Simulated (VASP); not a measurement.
Write the native input for VASP 6.6.1 that does the following.

| Item | Value |
| --- | --- |
| Task | single point |
| Functional | HSE06 |
| Potentials or basis | VASP PAW PBE potentials, release 64 (B, N) |
| Cutoff | 520 eV |
| k mesh | 8 × 8 × 8 |
| Occupations | gaussian, width 0.01 eV |
| Spin | no spin polarisation |
| Dipole correction | no |
| Grid for exact exchange (PRECFOCK) | Normal |
| Further INCAR settings | ALGO = Normal; EDIFF = 1e-07; NBANDS = 11 |
| Share of exact exchange | 0.25 |
| Screening parameter | 0.2079 1/Å |

BN:

```xyz
2
Lattice="0.0000 1.8232 1.8232 1.8232 0.0000 1.8232 1.8232 1.8232 0.0000" Properties=species:S:1:pos:R:3 pbc="T T T"
B     0.0000    0.0000    0.0000
N     0.9116    0.9116    0.9116
```

This cell differs from its parent crystal: strain +1.0%.

The input as run:

POSCAR

```
BN
1.0
    0.0000000000      1.8232337647      1.8232337647
    1.8232337647      0.0000000000      1.8232337647
    1.8232337647      1.8232337647      0.0000000000
B N
1 1
Direct
    0.0000000000      0.0000000000      0.0000000000
    0.2500000000      0.2500000000      0.2500000000
```

INCAR.step1

```
SYSTEM = BN
ALGO = Normal ; EDIFF = 1E-5
ENCUT = 520 ; GGA = PE
ISIF = 2 ; ISMEAR = 0
LASPH = .True. ; LREAL = .False.
LWAVE = .True. ; NBANDS = 11
NELM = 100 ; PREC = Accurate
SIGMA = 0.01
```

INCAR.step2

```
SYSTEM = BN
ALGO = Normal ; EDIFF = 1E-7
ENCUT = 520 ; GGA = PE
HFSCREEN = 0.2079 ; ISIF = 2
ISMEAR = 0 ; ISTART = 1
LASPH = .True. ; LCHARG = .True.
LELF = .True. ; LHFCALC = .True.
LREAL = .False. ; LVHAR = .True.
LWAVE = .False. ; NBANDS = 11
NELM = 100 ; PREC = Accurate
PRECFOCK = Normal ; SIGMA = 0.01
```

KPOINTS

```
k-points
0
Gamma
  8 8 8
  0 0 0
```

Potentials or basis: VASP PAW PBE potentials, release 64 (B, N).

Run with:

```bash
$ cat potpaw_PBE.64/B/POTCAR potpaw_PBE.64/N/POTCAR > POTCAR
$ cp INCAR.step1 INCAR
$ mpirun -np 1 vasp_std > vasp.out
$ cp INCAR.step2 INCAR
$ mpirun -np 1 vasp_std > vasp.out
```

Results of the run:

| Property | Result |
| --- | --- |
| Pressure | -15.2 GPa |
| Band gap on the k mesh | 5.74 eV (least direct gap 10.42 eV) |

Caveat: the cell differs from its parent crystal (strain +1.0%); the cell stands under tension; the PAW data sets were made with another functional, which shifts forces and pressure a little.

Wall time 14 min on 1 thread of AMD EPYC 7R13 Processor (Zen 3) (shared host), peak memory 0.2 GiB.
